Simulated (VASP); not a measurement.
Set up this calculation in VASP 6.6.1, as the native input.

* Task: single point
* Functional: PBE
* Potentials or basis: VASP PAW PBE potentials, release 64 (Ta_pv, N)
* Cutoff: 520 eV
* k mesh: 5 × 5 × 8
* Occupations: fermi-dirac, width 0.03 eV
* Spin: no spin polarisation
* Dipole correction: no
* Further INCAR settings: ALGO = Normal; EDIFF = 1e-07; NBANDS = 33

The structure of TaN lies in POSCAR:

```
TaN
1.0
    5.1849992558      0.0000000000      0.0000000000
   -2.5924996279      4.4903410741      0.0000000000
    0.0000000000      0.0000000000      2.8498400000
Ta N
3 3
Direct
    0.0000000000      0.0000000000      0.0000000000
    0.3333333333      0.6666666667      0.5000000000
    0.6666666667      0.3333333333      0.5000000000
    0.5000000000      0.0000000000      0.0000000000
    0.5000000000      0.5000000000      0.0000000000
    0.0000000000      0.5000000000      0.0000000000
```

This cell differs from its parent crystal: zz strain of -2 %.

These files were run (other wordings do the same):

INCAR

```
ALGO = Normal ; EDIFF = 1E-7
ENCUT = 520 ; GGA = PE
ISIF = 2 ; ISMEAR = -1
LASPH = T ; LCHARG = F
LREAL = F ; LWAVE = F
NBANDS = 33 ; NELM = 60
PREC = Accurate ; SIGMA = 0.03
```

KPOINTS

```
k-points
0
Gamma
  5 5 8
```

Potentials or basis: VASP PAW PBE potentials, release 64 (Ta_pv, N).

Launch:

```sh
$ cat potpaw_PBE.64/Ta_pv/POTCAR potpaw_PBE.64/N/POTCAR > POTCAR
$ mpirun -np 1 vasp_std > vasp.out
```

Results of the run:

- Pressure: 20.4 GPa
- Band gap on the k mesh: zero (bands 24 and 25 overlap by 2.27 eV)

Caveat: the cell differs from its parent crystal (zz strain of -2 %); the cell stands under pressure; spin-orbit coupling is left out, which moves the levels of the heavy elements.

Run time: 45 s on 1 thread of Intel(R) Xeon(R) Platinum 8375C CPU @ 2.90GHz (Ice Lake), with other jobs on the host, peak memory 0.21 GiB.
